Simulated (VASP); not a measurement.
# SrTiO3 (I4/mcm) in VASP: a series of runs

Runs on SrTiO3. Level: HSE06. Tasks: single point.

Everything below comes from runs of VASP 6.6.1. Logs are shortened: lines on timing, memory, paths and dates and some standing lists are left out, and cuts for length are marked.

## Step 1: The cell of the first run

It takes space group I4/mcm (No. 140, tetragonal). Conventional cell: a = 5.400 Å, b = 5.400 Å, c = 7.700 Å, α = 90.00°, β = 90.00°, γ = 90.00°. Sr (site symmetry -42m) has 12 O at 2.61 to 2.82 Å and 8 Ti at 3.32 Å within 3.4 Å. Ti (site symmetry 4/m) has 6 O at 1.92 to 1.93 Å within 2.5 Å. O (site symmetry 422) has 2 Ti at 1.93 Å and 4 Sr at 2.70 Å and 8 O at 2.72 Å within 2.8 Å. O (site symmetry m2m) has 2 Ti at 1.92 Å within 2.5 Å.

## Step 2: Single point, HSE06

Contents of POSCAR:

```
SrTiO3
1.0
   -2.7000000000      2.7000000000      3.8500000000
    2.7000000000     -2.7000000000      3.8500000000
    2.7000000000      2.7000000000     -3.8500000000
Sr Ti O
2 2 6
Direct
    0.7500000000      0.2500000000      0.5000000000
    0.2500000000      0.7500000000      0.5000000000
    0.0000000000      0.0000000000      0.0000000000
    0.5000000000      0.5000000000      0.0000000000
    0.2500000000      0.2500000000      0.0000000000
    0.7500000000      0.7500000000      0.0000000000
    0.7700000000      0.2700000000      0.0400000000
    0.2300000000      0.7300000000      0.9600000000
    0.2700000000      0.2300000000      0.5000000000
    0.7300000000      0.7700000000      0.5000000000
```

Contents of INCAR.step1:

```
ALGO = Normal
EDIFF = 1E-5
ENCUT = 520
GGA = PE
ISIF = 2
ISMEAR = 0
KPAR = 2
LASPH = True
LREAL = False
LWAVE = True
NBANDS = 51
NELM = 60
PREC = Accurate
SIGMA = 0.01
```

Contents of INCAR.step2:

```
ALGO = Normal
EDIFF = 1E-6
ENCUT = 520
GGA = PE
HFSCREEN = 0.2079
ISIF = 2
ISMEAR = 0
ISTART = 1
KPAR = 2
LASPH = True
LCHARG = True
LHFCALC = True
LREAL = False
LVHAR = True
LWAVE = False
NBANDS = 51
NELM = 60
PREC = Accurate
PRECFOCK = Fast
SIGMA = 0.01
```

Contents of KPOINTS:

```
k-points
0
Gamma
  3 3 3
```

Potentials or basis: VASP PAW PBE potentials, release 64 (Sr_sv, Ti_sv, O).

On the command line:

```console
$ cat potpaw_PBE.64/Sr_sv/POTCAR potpaw_PBE.64/Ti_sv/POTCAR potpaw_PBE.64/O/POTCAR > POTCAR
$ cp INCAR.step1 INCAR
$ mpirun -np 2 vasp_std > vasp.out
$ cp INCAR.step2 INCAR
$ mpirun -np 2 vasp_std > vasp.out
```

OUTCAR:

```text
EDIFF = 1E-6
   ENCUT = 520
   GGA = PE
   HFSCREEN = 0.2079
   ISIF = 2
   ISMEAR = 0
   ISTART = 1
   LASPH = True
   LHFCALC = True
   LREAL = False
   NELM = 60
   PREC = Accurate
   PRECFOCK = Fast

 ion  position               nearest neighbor table
   1  0.750  0.250  0.500-   8 2.61   9 2.61  10 2.61   7 2.61   5 2.70   6 2.70   6 2.70   5 2.70
                             7 2.82   8 2.82   9 2.82  10 2.82   3 3.32   3 3.32   4 3.32   4 3.32
   2  0.250  0.750  0.500-   7 2.61   9 2.61  10 2.61   8 2.61   5 2.70   6 2.70   5 2.70   6 2.70
                             8 2.82   7 2.82  10 2.82   9 2.82   4 3.32   3 3.32   4 3.32   3 3.32
   3  0.000  0.000  0.000-   7 1.92   8 1.92   9 1.92  10 1.92   5 1.93   6 1.93   1 3.32   2 3.32
                             1 3.32   1 3.32   2 3.32   2 3.32   1 3.32   2 3.32
   4  0.500  0.500  0.000-   7 1.92   8 1.92  10 1.92   9 1.92   5 1.93   6 1.93   1 3.32   2 3.32
                             2 3.32   1 3.32   2 3.32   1 3.32   2 3.32   1 3.32
   5  0.250  0.250  0.000-   3 1.93   4 1.93   1 2.70   2 2.70   2 2.70   1 2.70
   6  0.750  0.750  0.000-   3 1.93   4 1.93   1 2.70   2 2.70   1 2.70   2 2.70
   7  0.770  0.270  0.040-   3 1.92   4 1.92   2 2.61   1 2.61   1 2.82   2 2.82
   8  0.230  0.730  0.960-   3 1.92   4 1.92   1 2.61   2 2.61   2 2.82   1 2.82
   9  0.270  0.230  0.500-   4 1.92   3 1.92   1 2.61   2 2.61   2 2.82   1 2.82
  10  0.730  0.770  0.500-   3 1.92   4 1.92   1 2.61   2 2.61   2 2.82   1 2.82

  LATTYP: Found a body centered tetragonal cell.
 ALAT       =     5.4000000000
 C/A-ratio  =     1.4259259259

  Lattice vectors:

 A1 = (  -2.7000000000,   2.7000000000,   3.8500000000)
 A2 = (   2.7000000000,  -2.7000000000,   3.8500000000)
 A3 = (   2.7000000000,   2.7000000000,  -3.8500000000)

Analysis of symmetry for initial positions (statically):
=====================================================================
 Subroutine PRICEL returns:
 Original cell was already a primitive cell.

 Routine SETGRP: Setting up the symmetry group for a
 body centered tetragonal supercell.

 Subroutine GETGRP returns: Found 16 space group operations
 (whereof  8 operations were pure point group operations)
 out of a pool of 16 trial point group operations.

The static configuration has the point symmetry C_4h.
 The point group associated with its full space group is D_4h.

Analysis of symmetry for dynamics (positions and initial velocities):
=====================================================================
 Subroutine PRICEL returns:
 Original cell was already a primitive cell.

 Routine SETGRP: Setting up the symmetry group for a
 body centered tetragonal supercell.

 Subroutine GETGRP returns: Found 16 space group operations
 (whereof  8 operations were pure point group operations)
 out of a pool of 16 trial point group operations.

The dynamic configuration has the point symmetry C_4h.
 The point group associated with its full space group is D_4h.

 Subroutine INISYM returns: Found 16 space group operations
 (whereof  8 operations are pure point group operations),
 and found     1 'primitive' translations

----------------------------------------------------------------------------------------

                                     Primitive cell

  volume of cell :     112.2660

  direct lattice vectors                    reciprocal lattice vectors
    -2.700000000  2.700000000  3.850000000     0.000000000  0.185185185  0.129870130
     2.700000000 -2.700000000  3.850000000     0.185185185  0.000000000  0.129870130
     2.700000000  2.700000000 -3.850000000     0.185185185  0.185185185  0.000000000

  length of vectors
     5.422407215  5.422407215  5.422407215     0.226185330  0.226185330  0.261891400

  position of ions in fractional coordinates (direct lattice)
     0.750000000  0.250000000  0.500000000
     0.250000000  0.750000000  0.500000000
     0.000000000  0.000000000  0.000000000
     0.500000000  0.500000000  0.000000000
     0.250000000  0.250000000  0.000000000
     0.750000000  0.750000000  0.000000000
     0.770000000  0.270000000  0.040000000
     0.230000000  0.730000000  0.960000000
     0.270000000  0.230000000  0.500000000
     0.730000000  0.770000000  0.500000000

  ion indices of the primitive-cell ions
   primitive index   ion index
                 1           1
                 2           2
                 3           3
                 4           4
                 5           5
                 6           6
                 7           7
                 8           8
                 9           9
                10          10

----------------------------------------------------------------------------------------

 KPOINTS: k-points

Automatic generation of k-mesh.
 Grid dimensions read from file:
 generate k-points for:    3    3    3

 Generating k-lattice:

  Cartesian coordinates                     Fractional coordinates (reciprocal lattice)
     0.000000000  0.061728395  0.043290043     0.333333333 -0.000000000  0.000000000
     0.061728395  0.000000000  0.043290043    -0.000000000  0.333333333  0.000000000
     0.061728395  0.061728395  0.000000000     0.000000000  0.000000000  0.333333333

  Length of vectors
     0.075395110  0.075395110  0.087297133

  Shift w.r.t. Gamma in fractional coordinates (k-lattice)
     0.000000000  0.000000000  0.000000000

 Subroutine IBZKPT returns following result:
 ===========================================

 Found      6 irreducible k-points:

 Following reciprocal coordinates:
            Coordinates               Weight
  0.000000  0.000000  0.000000      1.000000
  0.333333  0.000000 -0.000000      8.000000
  0.333333  0.333333 -0.000000      8.000000
 -0.333333  0.333333  0.000000      4.000000
 -0.333333  0.333333  0.333333      4.000000
 -0.333333 -0.333333  0.333333      2.000000
   k-points           NKPTS =      6   k-points in BZ     NKDIM =     27   number of bands    NBANDS=     51
   number of dos      NEDOS =    301   number of ions     NIONS =     10
   total plane-waves  NPLWV =  64000
   dimension x,y,z NGX =    40 NGY =   40 NGZ =   40
   dimension x,y,z NGXF=    80 NGYF=   80 NGZF=   80
   ions per type =               2   2   6
   NGX,Y,Z   is equivalent  to a cutoff of  12.26, 12.26, 12.26 a.u.
   NGXF,Y,Z  is equivalent  to a cutoff of  24.53, 24.53, 24.53 a.u.
 SYSTEM =  unknown system
   PREC   = accura    normal or accurate (medium, high low for compatibility)
   ISTART =      1    job   : 0-new  1-cont  2-samecut
   ICHARG =      0    charge: 1-file 2-atom 10-const
   ISPIN  =      1    spin polarized calculation?
   LNONCOLLINEAR =      F non collinear calculations
   LSORBIT =      F    spin-orbit coupling
   LASPH  =      T    aspherical Exc in radial PAW
   ENCUT  =  520.0 eV  38.22 Ry    6.18 a.u.  10.08 10.08 10.08*2*pi/ulx,y,z
   NELM   =     60;   NELMIN=  2; NELMDL=  0     # of ELM steps
   EDIFF  = 0.1E-05   stopping-criterion for ELM
   LREAL  =      F    real-space projection
   EDIFFG = 0.1E-04   stopping-criterion for IOM
   NSW    =      0    number of steps for IOM
   IBRION =     -1    ionic relax: 0-MD 1-quasi-New 2-CG
   NFREE  =      0    steps in history (QN), initial steepest desc. (CG)
   ISIF   =      2    stress and relaxation
   ISYM   =      3    0-nonsym 1-usesym 2-fastsym
   POTIM  = 0.5000    time-step for ionic-motion
   TEBEG  =    0.0;   TEEND  =   0.0 temperature during run
   PSTRESS=    0.0 pullay stress
   NELECT =      80.0000    total number of electrons
   NUPDOWN=      -1.0000    fix difference up-down
   EMIN   =  10.00;   EMAX   =-10.00  energy-range for DOS
   EFERMI =   0.00;   METHOD = LEGACY
   ISMEAR =     0;   SIGMA  =   0.01  broadening in eV -4-tet -1-fermi 0-gaus
   EFERMI_NEDOS =   21; number of points for ismear=-14 and -15
   IALGO  =     38    algorithm
   IMIX   =      1    mixing-type and parameters
     AMIX     =   0.40;   BMIX     =  1.00
     AMIX_MAG =   1.60;   BMIX_MAG =  1.00
  volume/ion in A,a.u.               =      11.23        75.76
  Fermi-wavevector in a.u.,A,eV,Ry     =   1.462252  2.763255 29.091698  2.138179
  Thomas-Fermi vector in A             =   2.578487
   LORBIT       =      0    0 simple, 1 ext, 2 COOP (PROOUT), +10 PAW based schemes
   GGA     = PE    functional components
   LHFCALC =     T    Hartree Fock is set to
   PRECFOCK=fast      Normal, Fast or Accurate (Low or Medium for compatibility)
   ENCUT4O =  -1.0   cutoff for four orbital integrals eV
   NKREDX  =     1    reduce k-point grid by
   NKREDY  =     1    reduce k-point grid by
   NKREDZ  =     1    reduce k-point grid by
   AEXX    =    0.2500 exact exchange contribution
   HFSCREEN=    0.2079 screening length (either q_TF or 0.3 A-1)
   HFSCREENC=   0.2079 screening length for correlation (either q_TF or 0.3 A-1)
   ENCUTFOCK=  -1.0 apply spherical cutoff to Coloumb kernel
   IVDW    =     0    specifies the selected vdW correction
   LEPSILON=     F    determine dielectric tensor
   LRPA    =     F    only Hartree local field effects (RPA)
 non-spin polarized calculation
 Gauss-broadening in eV      SIGMA  =   0.01
  energy-cutoff  :      520.00
  volume of cell :      112.27
 maximum number of plane-waves:      3033
  NGX = 24; NGY = 24; NGZ = 24

 number of electron      79.9999993 magnetization

 Free energy of the ion-electron system (eV)
  ---------------------------------------------------
  ext. energy  EPLUGINS =         0.00000000
  ---------------------------------------------------
  free energy    TOTEN  =       -97.01731837 eV

  energy without entropy =      -97.01731837  energy(sigma->0) =      -97.01731837

 E-fermi :   3.6406     XC(G=0):  -9.5010

 val. band max:        3.5392122477   @ k =   0.0000   0.0000   0.0000
 cond. band min:       7.0567453062   @ k =   0.0000   0.0000   0.0000
 fundamental gap:      3.5175330585
 Fermi energy:         3.6405639771

 k-point     1 :       0.0000    0.0000    0.0000
  band No.  band energies     occupation
      1     -56.9502      2.00000
      2     -56.9438      2.00000
      3     -31.6663      2.00000
      4     -31.6662      2.00000
      5     -31.6533      2.00000
      6     -31.5778      2.00000
[... 313 lines left out ...]
     50      12.2240      0.00000
     51      12.4426      0.00000

------------------------ aborting loop because EDIFF is reached ----------------------------------------

  FORCE on cell =-STRESS in cart. coord.  units (eV):
  Direction    XX          YY          ZZ          XY          YZ          ZX
  --------------------------------------------------------------------------------------
  -------------------------------------------------------------------------------------
  Total        8.3178793      8.3178793      7.5424843      0.0000000      0.0000000     -0.0000000
  in kB      118.7066223    118.7066223    107.6407582      0.0000000      0.0000000     -0.0000000
  external PRESSURE =     115.0180009 kB  Pullay stress =       0.0000000 kB

 VOLUME and BASIS-vectors are now :
 -----------------------------------------------------------------------------
  energy-cutoff  :      520.00
  volume of cell :      112.27
      direct lattice vectors                 reciprocal lattice vectors
    -2.700000000  2.700000000  3.850000000     0.000000000  0.185185185  0.129870130
     2.700000000 -2.700000000  3.850000000     0.185185185  0.000000000  0.129870130
     2.700000000  2.700000000 -3.850000000     0.185185185  0.185185185  0.000000000

 POSITION                                       TOTAL-FORCE (eV/Angst)
 -----------------------------------------------------------------------------------
     -0.00000      2.70000      1.92500         0.000000     -0.000000     -0.000000
      2.70000     -0.00000      1.92500         0.000000     -0.000000     -0.000000
      0.00000      0.00000      0.00000         0.000000     -0.000000     -0.000000
      0.00000      0.00000      3.85000         0.000000     -0.000000     -0.000000
      0.00000      0.00000      1.92500         0.000000     -0.000000     -0.000000
      0.00000      0.00000      5.77500         0.000000     -0.000000     -0.000000
     -1.24200      1.45800      3.85000         0.008348      0.008348      0.000000
      3.94200      1.24200     -0.00000        -0.008348     -0.008348     -0.000000
      1.24200      1.45800      0.00000        -0.008348      0.008348     -0.000000
      1.45800      1.24200      3.85000         0.008348     -0.008348     -0.000000
 -----------------------------------------------------------------------------------
    total drift:                                0.000000      0.000000     -0.000001

  FREE ENERGIE OF THE ION-ELECTRON SYSTEM (eV)
  ---------------------------------------------------
  free  energy   TOTEN  =       -97.0173183731 eV

  energy  without entropy=      -97.0173183731  energy(sigma->0) =      -97.01731837
```

Run time: 24 min. Hardware: 2 MPI ranks of Intel Xeon Platinum 8488C (Sapphire Rapids), shared host; peak memory 0.38 GiB.

Results:

```yaml
Free_energy: -97.0173 eV
Pressure: 11.5 GPa
Largest_force: 0.012 eV/Å
Band_gap_on_the_k_mesh: 3.52 eV
```

Forces in eV/Å, atoms in the order of the input:
```
Sr   0.000  0.000  0.000
Sr   0.000  0.000  0.000
Ti   0.000  0.000  0.000
Ti   0.000  0.000  0.000
O    0.000  0.000  0.000
O    0.000  0.000  0.000
O    0.008  0.008  0.000
O   -0.008 -0.008  0.000
O   -0.008  0.008  0.000
O    0.008 -0.008  0.000
```

Caveat: the k points lie up to 0.47 Å⁻¹ apart; the PAW data sets were made with another functional, which shifts forces and pressure a little.

## Step 3: Single point, HSE06

This run uses another cell than the first one, of 11.26 Å³/atom.

Contents of POSCAR:

```
SrTiO3
1.0
   -2.7051667740      2.7051667740      3.8460699104
    2.7051667740     -2.7051667740      3.8460699104
    2.7051667740      2.7051667740     -3.8460699104
Sr Ti O
2 2 6
Direct
    0.7500000000      0.2500000000      0.5000000000
    0.2500000000      0.7500000000      0.5000000000
    0.0000000000      0.0000000000      0.0000000000
    0.5000000000      0.5000000000      0.0000000000
    0.2500000000      0.2500000000      0.0000000000
    0.7500000000      0.7500000000      0.0000000000
    0.7717994267      0.2717994267      0.0435988533
    0.2282005733      0.7282005733      0.9564011467
    0.2717994267      0.2282005733      0.5000000000
    0.7282005733      0.7717994267      0.5000000000
```

Contents of INCAR.step1:

```
ALGO = Normal ; EDIFF = 1E-5
ENCUT = 520 ; GGA = PE
ISIF = 2 ; ISMEAR = 0
KPAR = 2 ; LASPH = True
LCHARG = False ; LREAL = False
LWAVE = True ; NBANDS = 51
NELM = 100 ; PREC = Accurate
SIGMA = 0.01
```

Contents of INCAR.step2:

```
ALGO = Normal ; EDIFF = 1E-6
ENCUT = 520 ; GGA = PE
HFSCREEN = 0.2079 ; ISIF = 2
ISMEAR = 0 ; ISTART = 1
KPAR = 2 ; LASPH = True
LCHARG = False ; LHFCALC = True
LREAL = False ; LWAVE = False
NBANDS = 51 ; NELM = 100
PREC = Accurate ; PRECFOCK = Fast
SIGMA = 0.01
```

KPOINTS is that of step 2.

Potentials or basis: VASP PAW PBE potentials, release 64 (Sr_sv, Ti_sv, O).

On the command line:

```console
$ cat potpaw_PBE.64/Sr_sv/POTCAR potpaw_PBE.64/Ti_sv/POTCAR potpaw_PBE.64/O/POTCAR > POTCAR
$ cp INCAR.step1 INCAR
$ mpirun -np 2 vasp_std > vasp.out
$ cp INCAR.step2 INCAR
$ mpirun -np 2 vasp_std > vasp.out
```

It took 25 min on 2 MPI ranks of Intel Xeon Platinum 8488C (Sapphire Rapids), shared host; peak memory 0.38 GiB.

Results (log left out):

```yaml
Free_energy: -97.0405 eV
Pressure: 10.8 GPa
Largest_force: 0.007 eV/Å
Band_gap_on_the_k_mesh: 3.52 eV
```

Forces on the atoms (eV/Å):
```
Sr   0.000  0.000  0.000
Sr   0.000  0.000  0.000
Ti   0.000  0.000  0.000
Ti   0.000  0.000  0.000
O    0.000  0.000  0.000
O    0.000  0.000  0.000
O   -0.005 -0.005  0.000
O    0.005  0.005  0.000
O    0.005 -0.005  0.000
O   -0.005  0.005  0.000
```

Levels at points of the mesh, in eV from the valence-band top:
```tsv
k point	band 38	band 39	band 40	band 41	band 42	band 43
(0.00, 0.00, 0.00)	-0.13	0.00	0.00	3.52	3.52	3.55
```

Caveat: the k points lie up to 0.47 Å⁻¹ apart; the PAW data sets were made with another functional, which shifts forces and pressure a little.
